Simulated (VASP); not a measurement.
Wanted: the native input for a VASP 6.6.1 run.

| Property | Result |
| --- | --- |
| Task | single point |
| Functional | PBE |
| Potentials or basis | VASP PAW PBE potentials, release 64 (C) |
| Cutoff | 520 eV |
| k mesh | 13 × 13 × 13 |
| Occupations | fermi-dirac, width 0.05 eV |
| Spin | no spin polarisation |
| Dipole correction | no |
| Further INCAR settings | ALGO = Normal; EDIFF = 1e-06; NBANDS = 11 |

The structure of C lies in POSCAR:

```
C
1.0
    0.0000000000      1.7113204305      1.7113204305
    1.7113204305      0.0000000000      1.7113204305
    1.7113204305      1.7113204305      0.0000000000
C
2
Direct
    0.5000000000      0.5000000000      0.5000000000
    0.7500000000      0.7500000000      0.7500000000
```

This cell differs from its parent crystal: volume scaled by 0.88.

These files were run (other wordings do the same):

INCAR

```
ALGO = Normal
EDIFF = 1E-6
ENCUT = 520
GGA = PE
ISIF = 2
ISMEAR = -1
LASPH = True
LCHARG = False
LREAL = False
LWAVE = False
NBANDS = 11
NELM = 100
PREC = Accurate
SIGMA = 0.05
```

KPOINTS

```
k-points
0
Gamma
  13 13 13
```

Potentials or basis: VASP PAW PBE potentials, release 64 (C).

Launch:

```bash
$ cat potpaw_PBE.64/C/POTCAR > POTCAR
$ mpirun -np 1 vasp_std > vasp.out
```

Results of the run:

```json
{
 "Pressure": "71.1 GPa",
 "Band gap on the k mesh": "4.42 eV, indirect (least direct gap 5.93 eV)"
}
```

It took 9.8 s on 1 thread of Intel(R) Xeon(R) Platinum 8259CL CPU @ 2.50GHz (Skylake/Cascade Lake) (shared host), peak memory 0.12 GiB.
